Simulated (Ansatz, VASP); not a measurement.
**Two plane-wave programs on AgI**

The input POSCAR:

```
AgI
1.0
    0.0000000000      3.2886328091      3.2886328091
    3.2886328091      0.0000000000      3.2886328091
    3.2886328091      3.2886328091      0.0000000000
Ag I
1 1
Direct
    0.0000000000      0.0000000000      0.0000000000
    0.2500000000      0.2500000000      0.2500000000
```

Contents of INCAR.step1:

```
SYSTEM = AgI
PREC = Accurate
ENCUT = 550
ISMEAR = 0
SIGMA = 0.01
LREAL = .False.
LASPH = .True.
NELM = 120
NBANDS = 16
GGA = PE
ALGO = Normal
EDIFF = 1E-5
LWAVE = .True.
LCHARG = .False.
GGA_COMPAT = .False.
```

The input INCAR.step2:

```
SYSTEM = AgI
PREC = Accurate
ENCUT = 550
EDIFF = 1E-6
ISMEAR = 0
SIGMA = 0.01
LREAL = .False.
LASPH = .True.
NELM = 120
ALGO = Normal
ISIF = 2
LWAVE = .False.
LCHARG = .False.
METAGGA = R2SCAN
LMIXTAU = .True.
NBANDS = 16
ISTART = 1
GGA_COMPAT = .False.
```

KPOINTS

```
Automatic mesh
0
Gamma
  6 6 6
  0 0 0
```

Input for Ansatz:

```yaml
crystal:
  lattice:
    - [0.0, 3.2886328091, 3.2886328091]
    - [3.2886328091, 0.0, 3.2886328091]
    - [3.2886328091, 3.2886328091, 0.0]
  atoms:
    - { symbol: Ag, position: [0.0, 0.0, 0.0] }
    - { symbol: I, position: [0.25, 0.25, 0.25] }
kpoints:
  mp_grid: { grid: [6, 6, 6] }
hamiltonian:
  xc: r2scan
scf:
  occupations: { method: fixed }
output:
  optics: { e_range: [0, 13], de: 0.05, sigma: 0.1, bands: auto }
```

Alike in both runs: task single point; functional r2SCAN; k mesh 6 × 6 × 6; no spin polarisation.

|  | VASP | Ansatz |
| --- | --- | --- |
| version | VASP 6.6.1 | Ansatz 0.2.0 |
| potentials or method | VASP PAW PBE potentials, release 64 (Ag, I) | plane waves, PAW |
| plane-wave cutoff (eV) | 550 | 500 |
| occupations | gaussian, width 0.01 eV | fixed |
| valence electrons in the cell | 18 | 36 |

Ansatz gave:

```
gap on the k mesh at the Fermi level (eV) : 1.82
```

Task: Which values does VASP return?

Result: gap on the k mesh at the Fermi level (eV): 1.79.

VASP's potentials were made for PBE, not for r2SCAN. VASP's potentials hold 18 valence electrons a cell and Ansatz's 36, so a difference there can come from the potentials and not from the codes.

Neither program's run includes spin-orbit coupling.
